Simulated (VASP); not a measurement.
## CaSe: single point with LDA

Crystal: CaSe.

```
Se Ca
1.0
     0.00000    2.97558    2.97558
     2.97558    0.00000    2.97558
     2.97558    2.97558    0.00000
Se Ca
1 1
Direct
  0.50000 0.50000 0.50000
  0.00000 0.00000 0.00000
```

```yaml
Program: VASP 6.6.1
Task: single point
Functional: LDA
Potentials_or_basis: VASP PAW LDA potentials, release 64 (Se, Ca_sv)
Cutoff: 520 eV
k_mesh: 8 × 8 × 8
Occupations: fermi-dirac, width 0.05 eV
Spin: no spin polarisation
Dipole_correction: no
Further_INCAR_settings: ALGO = Normal; EDIFF = 1e-07; NBANDS = 15
```

* Pressure: -3.7 GPa
* Band gap on the k mesh: 1.91 eV (least direct gap 2.83 eV)

Levels at points of the mesh, in eV from the valence-band top:
| k point | band 4 | band 5 | band 6 | band 7 | band 8 | band 9 | band 10 | band 11 | band 12 | band 13 |
| --- | --- | --- | --- | --- | --- | --- | --- | --- | --- | --- |
| (0.00, 0.00, 0.00) | -20.62 | -11.78 | 0.00 | 0.00 | 0.00 | 3.01 | 3.55 | 3.55 | 3.55 | 4.14 |
| (0.50, 0.00, 0.00) | -20.63 | -11.10 | -3.28 | -1.19 | -1.19 | 4.34 | 5.27 | 5.30 | 5.30 | 7.32 |
| (0.50, 0.50, 0.00) | -20.65 | -11.22 | -2.50 | -0.93 | -0.93 | 1.91 | 4.76 | 4.90 | 5.82 | 5.83 |

Wall time 26 s on 1 thread of Intel Xeon 8259CL, on a shared host, peak memory 0.16 GiB.

Caveat: the cell stands under tension. A hybrid or GW would open this gap; LDA tends to underestimate it.
